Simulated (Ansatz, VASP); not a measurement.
## Ti in VASP and in Ansatz

INCAR

```
PREC     = Accurate       # precision mode
ENCUT    = 520            # plane-wave cutoff, eV
EDIFF    = 1E-6           # SCF threshold, eV
ISMEAR   = 0              # smearing method
SIGMA    = 0.15           # smearing width, eV
LREAL    = F              # projectors in reciprocal space
LASPH    = T              # aspherical terms in the spheres
NELM     = 80             # most SCF steps
ALGO     = Fast           # electronic algorithm
ISIF     = 2              # what is computed and relaxed
LWAVE    = F              # write WAVECAR
LCHARG   = F              # write CHGCAR
GGA      = PS             # functional
NBANDS   = 25             # bands
```

The input KPOINTS:

```
regular mesh
0
Gamma
  12 12 18
```

Contents of POSCAR:

```
Ti
1.0
    4.7410545669      0.0000000000      0.0000000000
   -2.3705272834      4.1058736957      0.0000000000
    0.0000000000      0.0000000000      2.6588539717
Ti
3
Direct
    0.0000000000      0.0000000000      0.0000000000
    0.3333333333      0.6666666667      0.5000000000
    0.6666666667      0.3333333333      0.5000000000
```

Input for Ansatz:

```yaml
crystal:
  lattice:
    - [4.7410545669, 0.0, 0.0]
    - [-2.3705272834, 4.1058736957, 0.0]
    - [0.0, 0.0, 2.6588539717]
  atoms:
    - { symbol: Ti, position: [0.0, 0.0, 0.0] }
    - { symbol: Ti, position: [0.3333333333, 0.6666666667, 0.5] }
    - { symbol: Ti, position: [0.6666666667, 0.3333333333, 0.5] }
basis:
  ecutwfc: 420
kpoints:
  mp_grid: { grid: [12, 12, 18] }
hamiltonian:
  xc: pbesol
scf:
  occupations: { method: gaussian, width: 0.15 }
output:
  forces: true
  stress: true
  eigenvalues: true
```

Change from the starting cell: strain +0.050 along x and y, -0.050 along z, atoms carried along.

Alike in both runs: task single point; functional PBEsol; k mesh 12 × 12 × 18; occupations gaussian, width 0.15 eV; no spin polarisation.

|  | VASP | Ansatz |
| --- | --- | --- |
| version | VASP 6.6.1 | Ansatz 0.2.0 |
| potentials or method | VASP PAW PBE potentials, release 64 (Ti_sv), cutoff 520 eV | scalar-relativistic, plane waves, PAW |
| valence electrons in the cell | 36 | 36 |

Ansatz gave:

- gap on the k mesh at the Fermi level (eV): none
- pressure (GPa): -4.4
- traceless stress, the component that is largest in VASP (GPa): 9.51

Task: What did VASP give for the same quantities?

Result: gap on the k mesh at the Fermi level (eV): none; pressure (GPa): -4.6; traceless stress, the component that is largest in VASP (GPa): 9.45.

VASP's potentials were made for PBE, not for PBEsol. A gap of «none» marks a metal or a gap that the smearing closes.
